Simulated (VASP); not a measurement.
A run of VASP 6.6.1:

INCAR

```
SYSTEM = TiB2
ALGO     = Normal         ! electronic algorithm
EDIFF    = 1E-7           ! SCF threshold, eV
EDIFFG   = -0.001         ! ionic threshold
ENCUT    = 600            ! plane-wave cutoff, eV
GGA      = CA             ! functional
IBRION   = 2              ! ionic algorithm
ISIF     = 3              ! what is computed and relaxed
ISMEAR   = -1             ! smearing method
LASPH    = .True.         ! aspherical terms in the spheres
LCHARG   = .False.        ! write CHGCAR
LREAL    = .False.        ! projectors in reciprocal space
LWAVE    = .False.        ! write WAVECAR
NELM     = 60             ! most SCF steps
NSW      = 80             ! ionic steps
PREC     = Accurate       ! precision mode
SIGMA    = 0.15           ! smearing width, eV
```

Contents of KPOINTS:

```
k-points
0
Gamma
  24 24 18
  0 0 0
```

Contents of POSCAR:

```
TiB2
1.0
    2.9939295836      0.0000000029      0.0000000000
   -1.4969647943      2.5928190751      0.0000000000
    0.0000000000      0.0000000000      3.1594546296
Ti B
1 2
Direct
    0.0000000000      0.0000000000      0.0000000000
    0.3333333333      0.6666666667      0.5000000000
    0.6666666667      0.3333333333      0.5000000000
```

Potentials or basis: VASP PAW LDA potentials, release 64 (Ti_sv, B).

Launch:

```sh
$ cat potpaw_LDA.64/Ti_sv/POTCAR potpaw_LDA.64/B/POTCAR > POTCAR
$ mpirun -np 1 vasp_std > vasp.out
```

Hardware: 1 thread of Intel Xeon 8259CL, on a shared host.

Task: How long does it take, and how much memory?

Result: It took 14 min on 1 thread of Intel Xeon 8259CL (shared host), peak memory 0.33 GiB. Counts: scf iterations 55, k points 610, ion steps 11.
